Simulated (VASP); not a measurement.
# Si8O in VASP: single point with PBE+D3(BJ)

Aim: the single point of Si8O with PBE+D3(BJ).

All numbers are computed with VASP 6.6.1; they aren't measurements. Logs are shortened: lines on timing, memory, paths and dates and some standing lists are left out, and cuts for length are marked.

## Step 1: The cell of the first run

The cell holds a slab with vacuum, 9 atoms: a = 3.816 Å, b = 6.313 Å, c = 21.332 Å, α = 90.00°, β = 90.00°, γ = 90.00°.

## Step 2: Single point, PBE+D3(BJ), collinear spin, ferromagnetic start

INCAR reads:

```
  PREC = Accurate
  ENCUT = 520
  EDIFF = 1E-6
  ISMEAR = 0
  SIGMA = 0.05
  LREAL = False
  LASPH = True
  NELM = 150
  ALGO = Normal
  ISIF = 2
  LWAVE = False
  LCHARG = False
  ISPIN = 2
  MAGMOM = 0 0 0 0 0 0 0 0 2
  LORBIT = 11
  LDIPOL = True
  IDIPOL = 3
  DIPOL = 0.5 0.5 0.311
  GGA = PE
  IVDW = 12
  NBANDS = 33
```

KPOINTS reads:

```
Automatic mesh
0
Gamma
  7 4 1
```

POSCAR reads:

```
Si8O
1.0
    3.8155170209      0.0000000000      0.0000000000
    0.0000000000      6.3129357835      0.0000000000
    0.0000000000      0.0000000000     21.3318711348
Si O
8 1
Direct
    0.0000000000      0.9369021389      0.1875128522
    0.0000000000      0.5630978611      0.1875128522
    0.5000000000      0.4369021389      0.2391466205
    0.5000000000      0.0630978611      0.2391466205
    0.5000000000      0.9332664455      0.3430438269
    0.5000000000      0.5667335545      0.3430438269
    0.0000000000      0.4266292811      0.3858954089
    0.0000000000      0.0733707189      0.3858954089
    0.3333333333      0.9266292811      0.4890274777
```

Potentials or basis: VASP PAW PBE potentials, release 64 (Si, O).

Launch:

```sh
cat potpaw_PBE.64/Si/POTCAR potpaw_PBE.64/O/POTCAR > POTCAR
mpirun -np 1 vasp_std > vasp.out
```

OUTCAR:

```text
PREC = Accurate
   ENCUT = 520
   EDIFF = 1E-6
   ISMEAR = 0
   LREAL = False
   LASPH = True
   NELM = 150
   ISIF = 2
   ISPIN = 2
   LORBIT = 11
   GGA = PE
   IVDW = 12
 IVDW          = 12

 ion  position               nearest neighbor table
   1  0.000  0.937  0.188-   4 2.34   4 2.34   2 2.36
   2  0.000  0.563  0.188-   3 2.34   3 2.34   1 2.36
   3  0.500  0.437  0.239-   2 2.34   2 2.34   4 2.36   6 2.36
   4  0.500  0.063  0.239-   1 2.34   1 2.34   3 2.36   5 2.36
   5  0.500  0.933  0.343-   8 2.29   8 2.29   6 2.31   4 2.36
   6  0.500  0.567  0.343-   7 2.29   7 2.29   5 2.31   3 2.36
   7  0.000  0.427  0.386-   8 2.23   6 2.29   6 2.29
   8  0.000  0.073  0.386-   7 2.23   5 2.29   5 2.29
   9  0.333  0.927  0.489-

  LATTYP: Found a simple orthorhombic cell.
 ALAT       =     3.8155170209
 B/A-ratio  =     1.6545426869
 C/A-ratio  =     5.5908205934

  Lattice vectors:

 A1 = (   3.8155170209,   0.0000000000,   0.0000000000)
 A2 = (   0.0000000000,   6.3129357835,   0.0000000000)
 A3 = (   0.0000000000,   0.0000000000,  21.3318711348)

Analysis of symmetry for initial positions (statically):
=====================================================================
 Subroutine PRICEL returns:
 Original cell was already a primitive cell.

 Routine SETGRP: Setting up the symmetry group for a
 simple orthorhombic supercell.

 Subroutine GETGRP returns: Found  1 space group operations
 (whereof  1 operations were pure point group operations)
 out of a pool of  8 trial point group operations.

The static configuration has the point symmetry C_1 .

Analysis of symmetry for dynamics (positions and initial velocities):
=====================================================================
 Subroutine PRICEL returns:
 Original cell was already a primitive cell.

 Routine SETGRP: Setting up the symmetry group for a
 simple orthorhombic supercell.

 Subroutine GETGRP returns: Found  1 space group operations
 (whereof  1 operations were pure point group operations)
 out of a pool of  8 trial point group operations.

The dynamic configuration has the point symmetry C_1 .

Analysis of structural, dynamic, and magnetic symmetry:
=====================================================================
 Subroutine PRICEL returns:
 Original cell was already a primitive cell.

 Routine SETGRP: Setting up the symmetry group for a
 simple orthorhombic supercell.

 Subroutine GETGRP returns: Found  1 space group operations
 (whereof  1 operations were pure point group operations)
 out of a pool of  8 trial point group operations.

The overall configuration has the point symmetry C_1 .

 Subroutine INISYM returns: Found  1 space group operations
 (whereof  1 operations are pure point group operations),
 and found     1 'primitive' translations

----------------------------------------------------------------------------------------

                                     Primitive cell

  volume of cell :     513.8232

  direct lattice vectors                    reciprocal lattice vectors
     3.815517021  0.000000000  0.000000000     0.262087679  0.000000000  0.000000000
     0.000000000  6.312935784  0.000000000     0.000000000  0.158404906  0.000000000
     0.000000000  0.000000000 21.331871135     0.000000000  0.000000000  0.046878213

  length of vectors
     3.815517021  6.312935784 21.331871135     0.262087679  0.158404906  0.046878213

  position of ions in fractional coordinates (direct lattice)
     0.000000000  0.936902139  0.187512852
     0.000000000  0.563097861  0.187512852
     0.500000000  0.436902139  0.239146621
     0.500000000  0.063097861  0.239146621
     0.500000000  0.933266446  0.343043827
     0.500000000  0.566733554  0.343043827
     0.000000000  0.426629281  0.385895409
     0.000000000  0.073370719  0.385895409
     0.333333333  0.926629281  0.489027478

  ion indices of the primitive-cell ions
   primitive index   ion index
                 1           1
                 2           2
                 3           3
                 4           4
                 5           5
                 6           6
                 7           7
                 8           8
                 9           9

[... 55 lines left out ...]
   ISPIN  =      2    spin polarized calculation?
   LNONCOLLINEAR =      F non collinear calculations
   LSORBIT =      F    spin-orbit coupling
   LASPH  =      T    aspherical Exc in radial PAW
   ENCUT  =  520.0 eV  38.22 Ry    6.18 a.u.   7.09 11.74 39.66*2*pi/ulx,y,z
   NELM   =    150;   NELMIN=  2; NELMDL= -5     # of ELM steps
   EDIFF  = 0.1E-05   stopping-criterion for ELM
   LREAL  =      F    real-space projection
   EDIFFG = 0.1E-04   stopping-criterion for IOM
   NSW    =      0    number of steps for IOM
   IBRION =     -1    ionic relax: 0-MD 1-quasi-New 2-CG
   NFREE  =      0    steps in history (QN), initial steepest desc. (CG)
   ISIF   =      2    stress and relaxation
   ISYM   =      2    0-nonsym 1-usesym 2-fastsym
   POTIM  = 0.5000    time-step for ionic-motion
   TEBEG  =    0.0;   TEEND  =   0.0 temperature during run
   PSTRESS=    0.0 pullay stress
   NELECT =      38.0000    total number of electrons
   NUPDOWN=      -1.0000    fix difference up-down
   EMIN   =  10.00;   EMAX   =-10.00  energy-range for DOS
   EFERMI =   0.00;   METHOD = LEGACY
   ISMEAR =     0;   SIGMA  =   0.05  broadening in eV -4-tet -1-fermi 0-gaus
   EFERMI_NEDOS =   21; number of points for ismear=-14 and -15
   IALGO  =     38    algorithm
   IMIX   =      4    mixing-type and parameters
     AMIX     =   0.40;   BMIX     =  1.00
     AMIX_MAG =   1.60;   BMIX_MAG =  1.00
  volume/ion in A,a.u.               =      57.09       385.27
  Fermi-wavevector in a.u.,A,eV,Ry     =   0.687171  1.298565  6.424724  0.472204
  Thomas-Fermi vector in A             =   1.767609
   LORBIT       =     11    0 simple, 1 ext, 2 COOP (PROOUT), +10 PAW based schemes
   GGA     = PE    functional components
   LHFCALC =     F    Hartree Fock is set to
   AEXX    =    0.0000 exact exchange contribution
   IVDW    =    12    specifies the selected vdW correction
   LEPSILON=     F    determine dielectric tensor
   LRPA    =     F    only Hartree local field effects (RPA)
 spin polarized calculation
 Gauss-broadening in eV      SIGMA  =   0.05
  energy-cutoff  :      520.00
  volume of cell :      513.82
 maximum number of plane-waves:     13860
   NGX = 15   NGY = 23   NGZ = 79

 dipolmoment           0.000000      0.000000     -0.053408 electrons x Angstroem

 number of electron      38.0000000 magnetization       1.4693123

 dipolmoment           0.000000      0.000000      0.297751 electrons x Angstroem

 Free energy of the ion-electron system (eV)
  ---------------------------------------------------
  ext. energy  EPLUGINS =         0.00000000
  ---------------------------------------------------
  free energy    TOTEN  =       -42.43564674 eV

  energy without entropy =      -42.43327929  energy(sigma->0) =      -42.43446302

 E-fermi :  -2.1120     XC(G=0):  -3.8870

 val. band max:       -2.1347907312   @ k =   0.4286   0.0000   0.0000
 cond. band min:      -2.0516368503   @ k =   0.1429   0.2500   0.0000
 fundamental gap:      0.0831538809
 Fermi energy:        -2.1120495411

 spin component 1

 k-point     1 :       0.0000    0.0000    0.0000
  band No.  band energies     occupation
      1     -19.0728      1.00000
      2     -13.7704      1.00000
      3     -12.4363      1.00000
      4     -11.3961      1.00000
      5      -9.9867      1.00000
      6      -9.3849      1.00000
[... 499 lines left out ...]
     30       2.8308      0.00000
     31       3.0589      0.00000
 Fermi energy:        -2.1120495411

 spin component 2

 k-point     1 :       0.0000    0.0000    0.0000
  band No.  band energies     occupation
      1     -16.6954      1.00000
      2     -13.7454      1.00000
      3     -12.4241      1.00000
      4     -11.3826      1.00000
      5      -9.9772      1.00000
      6      -9.3535      1.00000
[... 499 lines left out ...]
     30       2.8692      0.00000
     31       3.0793      0.00000
 [bands above 31 left out]

------------------------ aborting loop because EDIFF is reached ----------------------------------------

 vacuum level on the upper side and lower side of the slab       (xc-potential included)         0.951        -1.220

 Edisp (eV)   -2.17899

 E8    (eV) :    -0.9358

  FORCE on cell =-STRESS in cart. coord.  units (eV):
  Direction    XX          YY          ZZ          XY          YZ          ZX
  --------------------------------------------------------------------------------------
  -------------------------------------------------------------------------------------
  Total       0.49784    -1.05108    -4.48875     0.66305     1.33820    -1.75000
  in kB       1.55234    -3.27742   -13.99660     2.06748     4.17270    -5.45675
  external pressure =       -5.24 kB  Pullay stress =        0.00 kB

 VOLUME and BASIS-vectors are now :
 -----------------------------------------------------------------------------
  energy-cutoff  :      520.00
  volume of cell :      513.82
      direct lattice vectors                 reciprocal lattice vectors
     3.815517021  0.000000000  0.000000000     0.262087679  0.000000000  0.000000000
     0.000000000  6.312935784  0.000000000     0.000000000  0.158404906  0.000000000
     0.000000000  0.000000000 21.331871135     0.000000000  0.000000000  0.046878213

 POSITION                                       TOTAL-FORCE (eV/Angst)
 -----------------------------------------------------------------------------------
      0.00000      5.91460      4.00000         0.020561     -0.713794      0.602843
      0.00000      3.55480      4.00000         0.011856      0.717914      0.562165
      1.90776      2.75814      5.10144        -0.013187     -0.059095     -0.661634
      1.90776      0.39833      5.10144         0.055209      0.005941     -0.608914
      1.90776      5.89165      7.31777        -0.078871     -0.101594     -0.056462
      1.90776      3.57775      7.31777        -0.004643      0.016042      0.115310
      0.00000      2.69328      8.23187         0.027263      0.527477      0.136413
      0.00000      0.46318      8.23187         0.689873     -0.898244      1.476708
      1.27184      5.84975     10.43187        -0.708062      0.505353     -1.566428
 -----------------------------------------------------------------------------------
    total drift:                                0.000148     -0.000137      0.000066

  FREE ENERGIE OF THE ION-ELECTRON SYSTEM (eV)
  ---------------------------------------------------
  free  energy   TOTEN  =       -44.6146412402 eV

  energy  without entropy=      -44.6122737857  energy(sigma->0) =      -44.61345751

 vacuum level on the upper side and lower side of the slab         4.780         2.553

 total charge

# of ion       s       p       d       tot
------------------------------------------
    1        0.791   0.852   0.000   1.643
    2        0.792   0.849   0.000   1.641
    3        0.763   0.904   0.000   1.667
    4        0.760   0.912   0.000   1.671
    5        0.759   0.945   0.000   1.704
    6        0.759   0.943   0.000   1.702
    7        0.791   0.895   0.000   1.686
    8        0.778   0.868   0.000   1.646
    9        1.612   3.015   0.000   4.628
--------------------------------------------------
tot          7.805  10.183   0.000  17.988

 magnetization (x)

# of ion       s       p       d       tot
------------------------------------------
    1       -0.001   0.008   0.000   0.007
    2       -0.007  -0.024   0.000  -0.031
    3        0.003   0.004   0.000   0.007
    4       -0.001  -0.002   0.000  -0.003
    5        0.002   0.006   0.000   0.008
    6       -0.002  -0.005   0.000  -0.007
    7        0.009   0.069   0.000   0.078
    8       -0.003  -0.033   0.000  -0.036
    9        0.012   1.091   0.000   1.102
--------------------------------------------------
tot          0.011   1.114   0.000   1.125
```

Run time: 67 min. Hardware: 1 thread of Intel Xeon 8259CL, shared host; peak memory 0.89 GiB.

Results:

- Free energy: -44.6146 eV
- Largest force: 1.861 eV/Å
- Net moment: 1.47 μB per cell
- Site moments: Si +0.01, -0.03, -0.00, -0.01, +0.08, -0.04 (each value once); O +1.10 μB
- Valence electrons inside the program's atomic spheres: Si 1.64, 1.67, 1.70, 1.69, 1.65 (each value once); O 4.63
- Dispersion energy per atom: -0.242 eV

Forces on the atoms (eV/Å):
```
Si   0.021 -0.714  0.603
Si   0.012  0.718  0.562
Si  -0.013 -0.059 -0.662
Si   0.055  0.006 -0.609
Si  -0.079 -0.102 -0.056
Si  -0.005  0.016  0.115
Si   0.027  0.527  0.136
Si   0.690 -0.898  1.477
O   -0.708  0.505 -1.566
```
